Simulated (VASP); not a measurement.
Write the native input for VASP 6.6.1 that does the following.

```yaml
Task: single point
Functional: LDA
Potentials_or_basis: VASP PAW LDA potentials, release 64 (Hf_pv, H)
Cutoff: 520 eV
k_mesh: 6 × 6 × 6
Occupations: fermi-dirac, width 0.1 eV
Spin: no spin polarisation
Dipole_correction: no
Further_INCAR_settings: ALGO = Normal; EDIFF = 1e-06; NBANDS = 14
```

The structure of HfH3 lies in POSCAR:

```
HfH3
1.0
    3.0845540000      0.0000000000      0.0000000000
    0.0000000000      3.0845540000      0.0000000000
    0.0000000000      0.0000000000      3.0845540000
Hf H
1 3
Direct
    0.0000000000      0.0000000000      0.0000000000
    0.0000000000      0.5000000000      0.5000000000
    0.5000000000      0.0000000000      0.5000000000
    0.5000000000      0.5000000000      0.0000000000
```

The input as run:

INCAR

```
PREC     = Accurate       # precision mode
ENCUT    = 520            # plane-wave cutoff, eV
EDIFF    = 1E-6           # SCF threshold, eV
ISMEAR   = -1             # smearing method
SIGMA    = 0.1            # smearing width, eV
LREAL    = False          # projectors in reciprocal space
LASPH    = True           # aspherical terms in the spheres
NELM     = 60             # most SCF steps
ALGO     = Normal         # electronic algorithm
ISIF     = 2              # what is computed and relaxed
LWAVE    = False          # write WAVECAR
LCHARG   = True           # write CHGCAR
LELF     = True           # ELF
LVHAR    = True         
NBANDS   = 14             # bands
```

KPOINTS

```
Automatic mesh
0
Gamma
  6 6 6
```

Potentials or basis: VASP PAW LDA potentials, release 64 (Hf_pv, H).

Command:

```sh
$ cat potpaw_LDA.64/Hf_pv/POTCAR potpaw_LDA.64/H/POTCAR > POTCAR
$ mpirun -np 1 vasp_std > vasp.out
```

Results of the run:

```
Pressure : -6.6 GPa
```

Wall time 5.7 s on 1 thread of Intel(R) Xeon(R) Platinum 8488C (Sapphire Rapids), with other jobs on the host, peak memory 0.13 GiB.
